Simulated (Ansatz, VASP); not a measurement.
**Two plane-wave programs on SnSe**

```xyz
2
Lattice="0.0000 3.0100 3.0100 3.0100 0.0000 3.0100 3.0100 3.0100 0.0000" Properties=species:S:1:pos:R:3 pbc="T T T"
Sn    0.0109   -0.0377   -0.0151
Se    2.9880    3.0457    2.9935
```

Alike in both runs: task single point; functional LDA; k mesh 4 × 4 × 4; no spin polarisation.

|  | VASP | Ansatz |
| --- | --- | --- |
| version | VASP 6.6.1 | Ansatz 0.2.0 |
| potentials or method | VASP PAW LDA potentials, release 64 (Sn_d, Se), cutoff 500 eV | plane waves, PAW |
| occupations | gaussian, width 0.01 eV | fixed |
| valence electrons in the cell | 20 | 30 |

|  | VASP | Ansatz | Ansatz less VASP |
| --- | --- | --- | --- |
| rms of the force components (eV/Å) | 0.026 | 0.029 | +0.0025 |

LDA's correlation is that of Perdew and Zunger in VASP and of Perdew and Wang (1992) in Ansatz. Atom by atom the forces differ by 0.003 eV/Å (rms over components). VASP's potentials hold 20 valence electrons a cell and Ansatz's 30, so a difference there can come from the potentials and not from the codes.

The k mesh is coarse, so the values compare programs but aren't converged.
